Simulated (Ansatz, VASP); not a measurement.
Two plane-wave programs on WS2

Contents of INCAR:

```
SYSTEM = WS2
ALGO = Normal
EDIFF = 1E-7
ENCUT = 520
GGA = PE
ISIF = 2
ISMEAR = 0
IVDW = 12
LASPH = .TRUE.
LCHARG = .FALSE.
LREAL = .FALSE.
LWAVE = .FALSE.
NBANDS = 64
NELM = 60
PREC = Accurate
SIGMA = 0.05
```

KPOINTS

```
k-points
0
G
  6 6 6
  0 0 0
```

The input POSCAR:

```
WS2
1.0
    3.1572031343     -5.4684362384      0.0000000000
    6.3144062686      0.0000000000      0.0000000000
    3.1572031343     -1.8228120795      6.0393060278
W S
4 8
Direct
    0.5006554632      0.0006554632      0.9980336103
    0.0006554632      0.0006554632      0.9980336103
    0.5006554632      0.5006554632      0.9980336103
    0.0006554632      0.5006554632      0.9980336103
    0.7472223774      0.2472223774      0.2583328678
    0.2472223774      0.2472223774      0.2583328678
    0.7472223774      0.7472223774      0.2583328678
    0.2472223774      0.7472223774      0.2583328678
    0.9357421217      0.3422976463      0.7862181103
    0.4208221593      0.4208221593      0.7375335222
    0.9208221593      0.9208221593      0.7375335222
    0.4208221593      0.9208221593      0.7375335222
```

Input for Ansatz:

```yaml
crystal:
  lattice:
    - [3.1572031343, -5.4684362384, 0.0]
    - [6.3144062686, 0.0, 0.0]
    - [3.1572031343, -1.8228120795, 6.0393060278]
  atoms:
    - { symbol: W, position: [0.5006554632, 0.0006554632, 0.9980336103] }
    - { symbol: W, position: [0.0006554632, 0.0006554632, 0.9980336103] }
    - { symbol: W, position: [0.5006554632, 0.5006554632, 0.9980336103] }
    - { symbol: W, position: [0.0006554632, 0.5006554632, 0.9980336103] }
    - { symbol: S, position: [0.7472223774, 0.2472223774, 0.2583328678] }
    - { symbol: S, position: [0.2472223774, 0.2472223774, 0.2583328678] }
    - { symbol: S, position: [0.7472223774, 0.7472223774, 0.2583328678] }
    - { symbol: S, position: [0.2472223774, 0.7472223774, 0.2583328678] }
    - { symbol: S, position: [0.9357421217, 0.3422976463, 0.7862181103] }
    - { symbol: S, position: [0.4208221593, 0.4208221593, 0.7375335222] }
    - { symbol: S, position: [0.9208221593, 0.9208221593, 0.7375335222] }
    - { symbol: S, position: [0.4208221593, 0.9208221593, 0.7375335222] }
basis:
  ecutwfc: 420
kpoints:
  mp_grid: { grid: [6, 6, 6] }
hamiltonian:
  xc: pbe
  dispersion: d3bj
scf:
  occupations: { method: gaussian, width: 0.05 }
output:
  forces: true
  stress: true
  eigenvalues: true
```

Alike in both runs: task single point; functional PBE; dispersion D3(BJ); k mesh 6 × 6 × 6; occupations gaussian, width 0.05 eV; no spin polarisation.

|  | VASP | Ansatz |
| --- | --- | --- |
| version | VASP 6.6.1 | Ansatz 0.2.0 |
| potentials or method | VASP PAW PBE potentials, release 64 (W_sv, S), cutoff 520 eV | scalar-relativistic, plane waves, PAW |
| valence electrons in the cell | 104 | 104 |

```csv
,VASP,Ansatz,Ansatz less VASP
gap on the k mesh at the Fermi level (eV),0.79,0.77,-0.020
least direct gap on the mesh (eV),1.54,1.52,-0.021
pressure (GPa),7.6,7.6,+0.08
"traceless stress, the component that is largest in VASP (GPa)",-7.87,-7.93,-0.056
rms of the force components (eV/Å),3.101,3.122,+0.0211
```

Atom by atom the forces differ by 0.022 eV/Å (rms over components).

Neither program's run includes spin-orbit coupling.
